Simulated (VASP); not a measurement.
# Al16Si in VASP: relaxation of the atoms with LDA

Aim: the relaxation of the atoms of Al16Si with LDA.

Program: VASP 6.6.1. These are calculated values, not measurements. Logs are shortened: lines on timing, memory, paths and dates and some standing lists are left out, and cuts for length are marked.

**1. The cell of the first run**

The cell holds a slab with vacuum, 17 atoms: a = 5.728 Å, b = 5.728 Å, c = 19.015 Å, α = 90.00°, β = 90.00°, γ = 60.00°.

**2. Relaxation of the atoms, LDA**

INCAR

```
SYSTEM = Al16Si
ALGO = Normal
EDIFF = 1E-6
EDIFFG = -0.03
ENCUT = 520
GGA = CA
IBRION = 2
ISIF = 2
ISMEAR = 0
KPAR = 4
LASPH = .True.
LCHARG = .False.
LREAL = Auto
LWAVE = .False.
NELM = 80
NSW = 80
PREC = Accurate
SIGMA = 0.05
```

KPOINTS

```
k-points
0
Gamma
  4 4 1
  0 0 0
```

POSCAR

```
Al16Si
1.0
    5.7275650000      0.0000000000      0.0000000000
    2.8637820000      4.9602170000      0.0000000000
    0.0000000000      0.0000000000     19.0148060000
Al Si
16 1
Selective dynamics
Direct
    0.0000000000      0.0000000000      0.0525906000  F F F
    0.5000000000      0.0000000000      0.0525906000  F F F
    0.0000000000      0.5000000000      0.0525906000  F F F
    0.5000000000      0.5000000000      0.0525906000  F F F
    0.1666667000      0.1666667000      0.1755615000  T T T
    0.6666667000      0.1666667000      0.1755615000  T T T
    0.1666667000      0.6666667000      0.1755615000  T T T
    0.6666667000      0.6666667000      0.1755615000  T T T
   -0.1666667000      0.3333333000      0.2985325000  T T T
    0.3333333000      0.3333333000      0.2985325000  T T T
   -0.1666667000      0.8333333000      0.2985325000  T T T
    0.3333333000      0.8333333000      0.2985325000  T T T
    0.0000000000      0.0000000000      0.4215034000  T T T
    0.5000000000      0.0000000000      0.4215034000  T T T
    0.0000000000      0.5000000000      0.4215034000  T T T
    0.5000000000      0.5000000000      0.4215034000  T T T
    0.8393144000      0.3200325000      0.5140629000  T T T
```

Potentials or basis: VASP PAW LDA potentials, release 64 (Al, Si).

The run is started by

```sh
$ cat potpaw_LDA.64/Al/POTCAR potpaw_LDA.64/Si/POTCAR > POTCAR
$ mpirun -np 4 vasp_std > vasp.out
```

OUTCAR:

```text
SYSTEM = Al16Si
   EDIFF = 1E-6
   EDIFFG = -0.03
   ENCUT = 520
   GGA = CA
   IBRION = 2
   ISIF = 2
   ISMEAR = 0
   LASPH = .True.
   LREAL = Auto
   NELM = 80
   NSW = 80
   PREC = Accurate

 ion  position               nearest neighbor table
   1  0.000  0.000  0.053-   7 2.86   6 2.86   5 2.86   3 2.86   3 2.86   2 2.86   2 2.86   4 2.86
                             4 2.86
   2  0.500  0.000  0.053-   8 2.86   5 2.86   6 2.86   4 2.86   4 2.86   1 2.86   1 2.86   3 2.86
                             3 2.86
   3  0.000  0.500  0.053-   5 2.86   8 2.86   7 2.86   1 2.86   1 2.86   4 2.86   4 2.86   2 2.86
                             2 2.86
   4  0.500  0.500  0.053-   6 2.86   7 2.86   8 2.86   2 2.86   2 2.86   3 2.86   3 2.86   1 2.86
                             1 2.86
   5  0.167  0.167  0.176-   3 2.86   2 2.86   1 2.86   7 2.86   7 2.86   6 2.86   6 2.86   8 2.86
                             8 2.86  10 2.86  12 2.86   9 2.86
   6  0.667  0.167  0.176-   4 2.86   1 2.86   2 2.86   8 2.86   8 2.86   5 2.86   5 2.86   7 2.86
                             7 2.86   9 2.86  11 2.86  10 2.86
   7  0.167  0.667  0.176-   1 2.86   4 2.86   3 2.86   5 2.86   5 2.86   8 2.86   8 2.86   6 2.86
                             6 2.86  12 2.86  10 2.86  11 2.86
   8  0.667  0.667  0.176-   2 2.86   3 2.86   4 2.86   6 2.86   6 2.86   7 2.86   7 2.86   5 2.86
                             5 2.86  11 2.86   9 2.86  12 2.86
   9  0.833  0.333  0.299-  13 2.86  16 2.86  15 2.86  11 2.86  11 2.86  10 2.86  10 2.86  12 2.86
                            12 2.86   6 2.86   8 2.86   5 2.86
  10  0.333  0.333  0.299-  14 2.86  15 2.86  16 2.86  12 2.86  12 2.86   9 2.86   9 2.86  11 2.86
                            11 2.86   5 2.86   7 2.86   6 2.86
  11  0.833  0.833  0.299-  15 2.86  14 2.86  13 2.86   9 2.86   9 2.86  12 2.86  12 2.86  10 2.86
                            10 2.86   8 2.86   6 2.86   7 2.86
  12  0.333  0.833  0.299-  16 2.86  13 2.86  14 2.86  10 2.86  10 2.86  11 2.86  11 2.86   9 2.86
                             9 2.86   7 2.86   5 2.86   8 2.86
  13  0.000  0.000  0.422-  17 2.37   9 2.86  12 2.86  11 2.86  15 2.86  15 2.86  14 2.86  14 2.86
                            16 2.86  16 2.86
  14  0.500  0.000  0.422-  10 2.86  11 2.86  12 2.86  16 2.86  16 2.86  13 2.86  13 2.86  15 2.86
                            15 2.86
  15  0.000  0.500  0.422-  17 2.44  11 2.86  10 2.86   9 2.86  13 2.86  13 2.86  16 2.86  16 2.86
                            14 2.86  14 2.86
  16  0.500  0.500  0.422-  17 2.44  12 2.86   9 2.86  10 2.86  14 2.86  14 2.86  15 2.86  15 2.86
                            13 2.86  13 2.86
  17  0.839  0.320  0.514-  13 2.37  16 2.44  15 2.44

  LATTYP: Found a hexagonal cell.
 ALAT       =     5.7275649303
 C/A-ratio  =     3.3198761134

  Lattice vectors:

 A1 = (  -2.8637820000,  -4.9602170000,   0.0000000000)
 A2 = (   5.7275650000,   0.0000000000,   0.0000000000)
 A3 = (   0.0000000000,   0.0000000000,  19.0148060000)

Analysis of symmetry for initial positions (statically):
=====================================================================
 Subroutine PRICEL returns:
[... 166 lines left out ...]
   EFERMI =   0.00;   METHOD = LEGACY
   ISMEAR =     0;   SIGMA  =   0.05  broadening in eV -4-tet -1-fermi 0-gaus
   EFERMI_NEDOS =   21; number of points for ismear=-14 and -15
   IALGO  =     38    algorithm
   IMIX   =      4    mixing-type and parameters
     AMIX     =   0.40;   BMIX     =  1.00
     AMIX_MAG =   1.60;   BMIX_MAG =  1.00
  volume/ion in A,a.u.               =      31.78       214.44
  Fermi-wavevector in a.u.,A,eV,Ry     =   0.750277  1.417818  7.658935  0.562916
  Thomas-Fermi vector in A             =   1.846991
   LORBIT       =      0    0 simple, 1 ext, 2 COOP (PROOUT), +10 PAW based schemes
   GGA     = CA    functional components
   LHFCALC =     F    Hartree Fock is set to
   AEXX    =    0.0000 exact exchange contribution
   IVDW    =     0    specifies the selected vdW correction
   LEPSILON=     F    determine dielectric tensor
   LRPA    =     F    only Hartree local field effects (RPA)
 conjugate gradient relaxation of ions
 non-spin polarized calculation
 Gauss-broadening in eV      SIGMA  =   0.05
  energy-cutoff  :      520.00
  volume of cell :      540.21
 maximum number of plane-waves:     14627
 NGX is ok and might be reduce to    48
   NGX = 21   NGY = 21   NGZ = 71

--------------------------------------- Ionic step        1  -------------------------------------------

 number of electron      52.0000000 magnetization

 Free energy of the ion-electron system (eV)
  ---------------------------------------------------
  ext. energy  EPLUGINS =         0.00000000
  ---------------------------------------------------
  free energy    TOTEN  =       -68.52681013 eV

  energy without entropy =      -68.52262648  energy(sigma->0) =      -68.52471831

------------------------ aborting loop because EDIFF is reached ----------------------------------------

  FORCE on cell =-STRESS in cart. coord.  units (eV):
  Direction    XX          YY          ZZ          XY          YZ          ZX
  --------------------------------------------------------------------------------------
  -------------------------------------------------------------------------------------
  Total       -7.1412939     -6.6191418     -6.6481744     -0.0153920      0.4659839      0.0202469
  in kB      -21.1799479    -19.6313275    -19.7174334     -0.0456504      1.3820344      0.0600492
  external PRESSURE =     -20.1762363 kB  Pullay stress =       0.0000000 kB
[... 134 lines left out ...]
  FREE ENERGIE OF THE ION-ELECTRON SYSTEM (eV)
  ---------------------------------------------------
  free  energy   TOTEN  =       -68.6814837925 eV

  energy  without entropy=      -68.6785004677  energy(sigma->0) =      -68.67999213

[... ionic steps 4 to 24 ...]

--------------------------------------- Ionic step       25  -------------------------------------------

 number of electron      51.9999999 magnetization

------------------------ aborting loop because EDIFF is reached ----------------------------------------
[... 97 lines left out ...]
--------------------------------------- Ionic step       27  -------------------------------------------

 number of electron      52.0000000 magnetization

 Free energy of the ion-electron system (eV)
  ---------------------------------------------------
  ext. energy  EPLUGINS =         0.00000000
  ---------------------------------------------------
  free energy    TOTEN  =       -68.85896056 eV

  energy without entropy =      -68.85112147  energy(sigma->0) =      -68.85504101

 E-fermi :   1.9757     XC(G=0):  -6.3005

 val. band max:        1.9273875541   @ k =   0.0000   0.0000   0.0000
 cond. band min:       2.0080607741   @ k =  -0.2500   0.2500   0.0000
 fundamental gap:      0.0806732199
 Fermi energy:         1.9756625418

 k-point     1 :       0.0000    0.0000    0.0000
  band No.  band energies     occupation
      1      -9.0887      2.00000
      2      -8.1082      2.00000
      3      -6.7151      2.00000
      4      -5.1047      2.00000
      5      -3.3850      2.00000
      6      -3.2252      2.00000
[... 413 lines left out ...]
  FREE ENERGIE OF THE ION-ELECTRON SYSTEM (eV)
  ---------------------------------------------------
  free  energy   TOTEN  =       -68.8589605619 eV

  energy  without entropy=      -68.8511214661  energy(sigma->0) =      -68.85504101

 reached required accuracy - stopping structural energy minimisation
```

OSZICAR:

```text
N       E                     dE             d eps       ncg     rms          rms(c)
DAV:   1     0.145524660606E+03    0.14552E+03   -0.16961E+04   700   0.111E+03
DAV:   2    -0.580182336834E+02   -0.20354E+03   -0.19598E+03   869   0.172E+02
DAV:   3    -0.706320040379E+02   -0.12614E+02   -0.12225E+02  1008   0.386E+01
DAV:   4    -0.710832022851E+02   -0.45120E+00   -0.44876E+00  1048   0.839E+00
[... 282 lines left out ...]
DAV:   1    -0.688589532746E+02   -0.45931E-03   -0.11754E-02   746   0.439E-01    0.414E-02
DAV:   2    -0.688589768076E+02   -0.23533E-04   -0.83017E-04   828   0.129E-01    0.195E-02
DAV:   3    -0.688589668714E+02    0.99362E-05   -0.12240E-04   868   0.563E-02    0.129E-02
DAV:   4    -0.688589606220E+02    0.62494E-05   -0.42411E-05   885   0.310E-02    0.131E-02
DAV:   5    -0.688589605619E+02    0.60110E-07   -0.91592E-06   871   0.123E-02
  27 F= -.68858961E+02 E0= -.68855041E+02  d E =-.467379E-03
```

Wall time 22 min (4 MPI ranks of Intel Xeon Platinum 8375C at 2.90GHz (Ice Lake), shared host); peak memory 0.61 GiB.

What came out:

```
Free energy               : -68.8590 eV
Energy gained by relaxing : 19.5 meV/atom
Ionic steps               : 27
Band gap on the k mesh    : zero (bands 26 and 27 overlap by 0.61 eV)
```

Step by step:
```
step  energy change (eV)  largest force on free atoms (eV/Å)  pressure (GPa)
   1              0.0000                              1.2783           -2.02
   2             -0.1280                              0.5059           -2.14
   3             -0.1547                              0.8071           -2.17
   4             -0.1922                              0.5940           -2.04
   5             -0.2215                              0.2172           -1.74
   6             -0.2374                              0.2053           -1.66
   7             -0.2473                              0.4234           -1.48
   8             -0.2557                              0.3533           -1.45
   9             -0.2692                              0.2789           -1.35
  10             -0.2699                              0.3143           -1.32
  11             -0.2820                              0.2730           -1.29
  12             -0.2995                              0.2233           -1.18
  13             -0.3079                              0.0989           -1.13
  14             -0.3108                              0.2424           -1.05
  15             -0.3113                              0.1692           -1.07
  16             -0.3174                              0.1582           -1.06
  17             -0.3203                              0.1460           -1.03
  18             -0.3245                              0.0722           -1.00
  19             -0.3246                              0.0951           -0.96
  20             -0.3251                              0.0769           -0.98
  21             -0.3270                              0.0672           -0.94
  22             -0.3276                              0.1171           -0.90
  23             -0.3290                              0.0821           -0.88
  24             -0.3305                              0.0927           -0.81
  25             -0.3313                              0.0718           -0.78
  26             -0.3317                              0.0455           -0.75
  27             -0.3322                              0.0297           -0.73
```

Final structure:
```cif
data_structure
_symmetry_space_group_name_H-M 'P 1'
_symmetry_Int_Tables_number 1
_cell_length_a 5.7276
_cell_length_b 5.7276
_cell_length_c 19.0148
_cell_angle_alpha 90.000
_cell_angle_beta 90.000
_cell_angle_gamma 60.000
_cell_volume 540.21
loop_
_atom_site_label
_atom_site_type_symbol
_atom_site_fract_x
_atom_site_fract_y
_atom_site_fract_z
_atom_site_occupancy
Al1 Al 0.00000 0.00000 0.05259 1
Al2 Al 0.50000 0.00000 0.05259 1
Al3 Al 0.00000 0.50000 0.05259 1
Al4 Al 0.50000 0.50000 0.05259 1
Al5 Al 0.16247 0.16820 0.17194 1
Al6 Al 0.66925 0.16820 0.17194 1
Al7 Al 0.16696 0.66598 0.17356 1
Al8 Al 0.66920 0.66148 0.17195 1
Al9 Al 0.83374 0.33242 0.29029 1
Al10 Al 0.33588 0.32818 0.28860 1
Al11 Al 0.82949 0.83457 0.28867 1
Al12 Al 0.33581 0.83459 0.28867 1
Al13 Al 0.01241 0.97505 0.40767 1
Al14 Al 0.50054 0.99881 0.40768 1
Al15 Al 0.01254 0.51096 0.40755 1
Al16 Al 0.47639 0.51098 0.40756 1
Si1 Si 0.83355 0.33284 0.49493 1
```
